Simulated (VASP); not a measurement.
Write the native input for VASP 6.6.1 that does the following.

| Property | Result |
| --- | --- |
| Task | single point |
| Functional | PBE |
| Potentials or basis | VASP PAW PBE potentials, release 64 (Mo_sv) |
| Cutoff | 520 eV |
| k mesh | 22 × 22 × 22 |
| Occupations | gaussian, width 0.15 eV |
| Spin | no spin polarisation |
| Dipole correction | no |
| Further INCAR settings | ALGO = Fast; EDIFF = 1e-06; NBANDS = 13 |

The structure of Mo lies in POSCAR:

```
Mo
1.0
   -1.5710000000      1.5710000000      1.4531750000
    1.5710000000     -1.5710000000      1.4531750000
    1.5710000000      1.5710000000     -1.4531750000
Mo
1
Direct
    0.0000000000      0.0000000000      0.0000000000
```

This cell differs from its parent crystal: strain -0.0750 x Voigt [0, 0, 1, 0, 0, 0].

One way to write it, as run:

INCAR

```
SYSTEM = Mo
  ALGO = Fast
  EDIFF = 1E-6
  ENCUT = 520
  GGA = PE
  ISIF = 2
  ISMEAR = 0
  LASPH = .TRUE.
  LCHARG = .FALSE.
  LREAL = .FALSE.
  LWAVE = .FALSE.
  NBANDS = 13
  NELM = 80
  PREC = Accurate
  SIGMA = 0.15
```

KPOINTS

```
k-points
0
G
  22 22 22
  0 0 0
```

Potentials or basis: VASP PAW PBE potentials, release 64 (Mo_sv).

Launch:

```console
$ cat potpaw_PBE.64/Mo_sv/POTCAR > POTCAR
$ mpirun -np 1 vasp_std > vasp.out
```

It gave:

```json
{
  "Pressure": "32.0 GPa",
  "Band gap on the k mesh": "zero (band 7 reaches 18.44 eV, above the bottom of band 8 at 12.64 eV)"
}
```

Caveat: the cell differs from its parent crystal (strain -0.0750 x Voigt [0, 0, 1, 0, 0, 0]).

It took 80 s on 1 thread of Intel Xeon 6975P-C, with other jobs on the host, peak memory 0.25 GiB.
